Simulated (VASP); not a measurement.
The system is AlN.

```xyz
2
Lattice="0.0000 2.2115 2.2115 2.2115 0.0000 2.2115 2.2115 2.2115 0.0000" Properties=species:S:1:pos:R:3 pbc="T T T"
Al    0.0000    0.0000    0.0000
N     1.1058    1.1058    1.1058
```

This cell differs from its parent crystal: strain +1.2%.

Base run:

| Quantity | Value |
| --- | --- |
| Program | VASP 6.6.1 |
| Functional | r2SCAN |
| Potentials or basis | VASP PAW PBE potentials, release 64 (Al, N) |
| Cutoff | 520 eV |
| k mesh | 10 × 10 × 10 |
| Occupations | gaussian, width 0.01 eV |
| Spin | no spin polarisation |

Its results: band gap on the k mesh 3.90 eV, indirect (least direct gap 4.54 eV); pressure -7.5 GPa.

Task: The run is repeated on the same cell with these changes: functional from r2SCAN to PBE; occupations from gaussian, width 0.01 eV to fermi-dirac, width 0.02 eV. What comes out?

Result: Band gap on the k mesh 3.30 eV, indirect (least direct gap 3.87 eV); pressure -2.8 GPa.

Caveats: the PAW data sets were made with another functional, which shifts forces and pressure a little (some runs).

A k mesh can miss the band edges.
